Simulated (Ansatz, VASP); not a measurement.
B18SN17 in VASP and in Ansatz

```xyz
36
Lattice="7.4947 0.0000 0.0000 -3.7474 6.4906 0.0000 0.0000 0.0000 6.6357" Properties=species:S:1:pos:R:3 pbc="T T T"
B     0.0000    1.4424    1.6589
B    -1.2495    3.6066    1.6589
B    -2.4978    5.7687    1.6589
B     2.4991    1.4423    1.6589
B     1.2495    3.6066    1.6589
B     0.0000    5.7694    1.6589
B     4.9957    1.4423    1.6589
B     3.7474    3.6059    1.6589
B     2.4978    5.7687    1.6589
B     1.4480    0.6064    4.9768
B     0.0000    3.1143    4.9768
B    -1.2466    5.0497    4.9768
B     3.7474    0.7183    4.9768
B     2.5147    2.8942    4.9768
B     1.2466    5.0497    4.9768
B     6.0468    0.6064    4.9768
B     4.9800    2.8942    4.9768
B     3.7474    5.0292    4.9768
S     0.0000    1.4424    4.9768
N    -1.2875    3.6481    4.9768
N    -2.4808    5.7151    4.9768
N     2.5540    1.4545    4.9768
N     1.2875    3.6481    4.9768
N     0.0000    5.7694    4.9768
N     4.9407    1.4545    4.9768
N     3.7474    3.6059    4.9768
N     2.4808    5.7151    4.9768
N     1.2498    0.7208    1.6589
N     0.0000    2.8855    1.6589
N    -1.2489    5.0484    1.6589
N     3.7474    0.7209    1.6589
N     2.4983    2.8847    1.6589
N     1.2489    5.0484    1.6589
N     6.2449    0.7208    1.6589
N     4.9965    2.8847    1.6589
N     3.7474    5.0482    1.6589
```

Alike in both runs: functional PBE; k mesh 3 × 3 × 3; occupations fermi-dirac, width 0.01 eV; collinear spin.

Ansatz relaxed the structure, and its values are those at the end. VASP's run is a single point on that final structure, the one shown.

```csv
,VASP,Ansatz
version,VASP 6.6.1,Ansatz 0.2.0
potentials or method,"VASP PAW PBE potentials, release 64 (B, S, N)","plane-wave PAW, scalar-relativistic"
plane-wave cutoff (eV),520,420
valence electrons in the cell,145,145
```

|  | VASP | Ansatz | Ansatz less VASP |
| --- | --- | --- | --- |
| pressure (GPa) | 15.8 | 15.8 | +0.01 |
| rms of the force components (eV/Å) | 0.010 | 0.006 | -0.0040 |
| net moment per atom (μB) | 0.02 | 0.02 | 0.000 |
| size of the moment on the site where the two differ most (μB) | 0.04 | 0.02 | -0.021 |

Site moments also hang on the region over which each program counts them. Ansatz's warnings: stress scf threshold loose.
